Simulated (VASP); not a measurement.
BaAu3:

```
Ba Au
1.0
     4.65667    0.00000    0.00000
     0.00000    4.65667    0.00000
     0.00000    0.00000    4.65667
Ba Au
1 3
Cartesian
  0.0000 0.0000 0.0000
  0.0000 2.3283 2.3283
  2.3283 2.3283 0.0000
  2.3283 0.0000 2.3283
```

Program: VASP 6.6.1. Alike in all runs: task single point; no spin polarisation; cell as given; k mesh 8 × 8 × 8; cutoff (eV) 520; smearing gaussian 0.05 eV.

Q: Order these runs on this cell by their pressure, lowest first.
A. level LDA; potentials or basis VASP PAW LDA potentials, release 64 (Ba_sv, Au)
B. level PBEsol; potentials or basis VASP PAW PBE potentials, release 64 (Ba_sv, Au)
C. level r2SCAN; potentials or basis VASP PAW PBE potentials, release 64 (Ba_sv, Au)

A: A (-5.9 GPa), B (-3.8 GPa), C (-0.4 GPa).

Caveats: the PAW data sets were made with another functional, which shifts forces and pressure a little (some runs).
